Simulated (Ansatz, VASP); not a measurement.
## One calculation of Nb3O, two programs

INCAR

```
SYSTEM = Nb3O
ALGO     = Normal         ! electronic algorithm
EDIFF    = 1E-7           ! SCF threshold, eV
EDIFFG   = -0.05          ! ionic threshold
ENCUT    = 600            ! plane-wave cutoff, eV
GGA      = PS             ! functional
IBRION   = 2              ! ionic algorithm
ISIF     = 3              ! what is computed and relaxed
ISMEAR   = 0              ! smearing method
LASPH    = .TRUE.         ! aspherical terms in the spheres
LCHARG   = .FALSE.        ! write CHGCAR
LREAL    = .FALSE.        ! projectors in reciprocal space
LWAVE    = .FALSE.        ! write WAVECAR
NELM     = 60             ! most SCF steps
NSW      = 100            ! ionic steps
PREC     = Accurate       ! precision mode
SIGMA    = 0.1            ! smearing width, eV
```

KPOINTS

```
k-points
0
G
  4 4 4
  0 0 0
```

Contents of POSCAR:

```
Nb3O
1.0
    4.7799942857      0.0000000000      0.0000000000
    0.0000000000      4.7799942857      0.0000000000
    0.0000000000      0.0000000000      4.7799942857
Nb O
6 2
Direct
    0.2500000000      0.0000000000      0.5000000000
    0.5000000000      0.7500000000      0.0000000000
    0.7500000000      0.0000000000      0.5000000000
    0.5000000000      0.2500000000      0.0000000000
    0.0000000000      0.5000000000      0.7500000000
    0.0000000000      0.5000000000      0.2500000000
    0.0000000000      0.0000000000      0.0000000000
    0.5000000000      0.5000000000      0.5000000000
```

Input for Ansatz:

```yaml
crystal:
  lattice:
    - [4.7799942857, 0.0, 0.0]
    - [0.0, 4.7799942857, 0.0]
    - [0.0, 0.0, 4.7799942857]
  atoms:
    - { symbol: Nb, position: [0.25, 0.0, 0.5] }
    - { symbol: Nb, position: [0.5, 0.75, 0.0] }
    - { symbol: Nb, position: [0.75, 0.0, 0.5] }
    - { symbol: Nb, position: [0.5, 0.25, 0.0] }
    - { symbol: Nb, position: [0.0, 0.5, 0.75] }
    - { symbol: Nb, position: [0.0, 0.5, 0.25] }
    - { symbol: O, position: [0.0, 0.0, 0.0] }
    - { symbol: O, position: [0.5, 0.5, 0.5] }
basis:
  ecutwfc: 420
kpoints:
  mp_grid: { grid: [4, 4, 4] }
hamiltonian:
  xc: pbesol
scf:
  occupations: { method: gaussian, width: 0.1 }
output:
  forces: true
  stress: true
  eigenvalues: true
relax:
  adjacent_minimum: "off"
  f_tol: 0.05
  max_steps: 80
  cell: { stress_tol: 0.5 }
```

Alike in both runs: task relaxation of cell and atoms; functional PBEsol; k mesh 4 × 4 × 4; occupations gaussian, width 0.1 eV; no spin polarisation.

```csv
,VASP,Ansatz
version,VASP 6.6.1,Ansatz 0.2.0
potentials or method,"VASP PAW PBE potentials, release 64 (Nb_sv, O), cutoff 600 eV","scalar-relativistic, plane waves, PAW"
valence electrons in the cell,90,90
```

|  | VASP | Ansatz | Ansatz less VASP |
| --- | --- | --- | --- |
| gap on the k mesh at the Fermi level, each at its own relaxed structure (eV) | none | none | - |
| relaxed volume (Å³/atom) | 14.72 | 14.69 | -0.033 |
| relaxed length of the cell vector where the two differ most in proportion (Å) | 4.902 | 4.898 | -0.0037 |

VASP's potentials were made for PBE, not for PBEsol. A gap of «none» marks a metal or a gap that the smearing closes.
